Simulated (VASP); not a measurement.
## Sb: single point with PBEsol

The system is Sb.

```xyz
2
Lattice="3.1224 0.0000 0.0000 0.0000 4.3475 0.0000 -0.0389 0.0000 4.4059" Properties=species:S:1:pos:R:3 pbc="T T T"
Sb    0.0262    1.0869    1.0625
Sb    3.0573    3.2606    3.3433
```

* Program: VASP 6.6.1
* Task: single point
* Functional: PBEsol
* Potentials or basis: VASP PAW PBE potentials, release 64 (Sb)
* Cutoff: 520 eV
* k mesh: 7 × 4 × 4
* Occupations: fermi-dirac, width 0.05 eV
* Spin: non-collinear spin, zero start, spin-orbit coupling
* Starting moments: [[0.0, 0.0, 0.0], [0.0, 0.0, 0.0]] μB
* Dipole correction: no
* Further INCAR settings: ALGO = Normal; EDIFF = 1e-06; NBANDS = 22

```json
{
 "Pressure": "-2.0 GPa",
 "Largest force": "0.110 eV/Å",
 "Net moment": "0.00 μB per cell",
 "Valence electrons inside the program's atomic spheres": "Sb 2.37"
}
```

Forces on the atoms (eV/Å):
```
Sb  -0.029  0.000  0.106
Sb   0.029  0.000 -0.106
```

Stress tensor (GPa, compression positive):
```
-3.08  0.00 -0.02
 0.00 -1.13  0.00
-0.02  0.00 -1.87
```

Moments on the atoms (μB; x, y, z):
```
Sb  0.00 0.00 0.00
Sb  0.00 0.00 0.00
```

Run time: 80 s on 1 thread of Intel Xeon 8259CL, on a shared host, peak memory 0.32 GiB.

Caveat: the k points lie up to 0.36 Å⁻¹ apart; the PAW data sets were made with another functional, which shifts forces and pressure a little.
